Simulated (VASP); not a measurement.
Input of a VASP 6.6.1 run:

The input POSCAR:

```
KBr
1.0
    4.6487189621      0.0000000000      0.0000000000
   -2.3243594811      4.0259087163      0.0000000000
    0.0000000000      0.0000000000      8.1773608409
K Br
2 2
Direct
    0.0000000000      0.0000000000      0.0000000000
    0.0000000000      0.0000000000      0.5000000000
    0.3333333333      0.6666666667      0.2500000000
    0.6666666667      0.3333333333      0.7500000000
```

File INCAR.step1:

```
  PREC = Accurate
  ENCUT = 520
  ISMEAR = 0
  SIGMA = 0.01
  LREAL = False
  LASPH = True
  NELM = 80
  NBANDS = 24
  GGA = PE
  ALGO = Normal
  EDIFF = 1E-4
  LWAVE = True
  LCHARG = False
```

The input INCAR.step2:

```
  PREC = Accurate
  ENCUT = 520
  EDIFF = 1E-6
  ISMEAR = 0
  SIGMA = 0.01
  LREAL = False
  LASPH = True
  NELM = 80
  ALGO = Normal
  ISIF = 2
  LWAVE = False
  LCHARG = False
  METAGGA = R2SCAN
  LMIXTAU = True
  NBANDS = 24
  ISTART = 1
```

The input KPOINTS:

```
regular mesh
0
Gamma
  6 6 4
```

Potentials or basis: VASP PAW PBE potentials, release 64 (K_sv, Br).

The run is started by

```console
$ cat potpaw_PBE.64/K_sv/POTCAR potpaw_PBE.64/Br/POTCAR > POTCAR
$ cp INCAR.step1 INCAR
$ mpirun -np 1 vasp_std > vasp.out
$ cp INCAR.step2 INCAR
$ mpirun -np 1 vasp_std > vasp.out
```

Question: Estimate the band gap on the k mesh.

Answer: 4.84 eV.

Question: Predict the pressure.

Answer: -0.8 GPa.

Stress tensor (GPa, compression positive):
```
-0.75  0.00  0.00
 0.00 -0.75  0.00
 0.00  0.00 -0.87
```

Caveat: the PAW data sets were made with another functional, which shifts forces and pressure a little. A k mesh can miss the band edges.
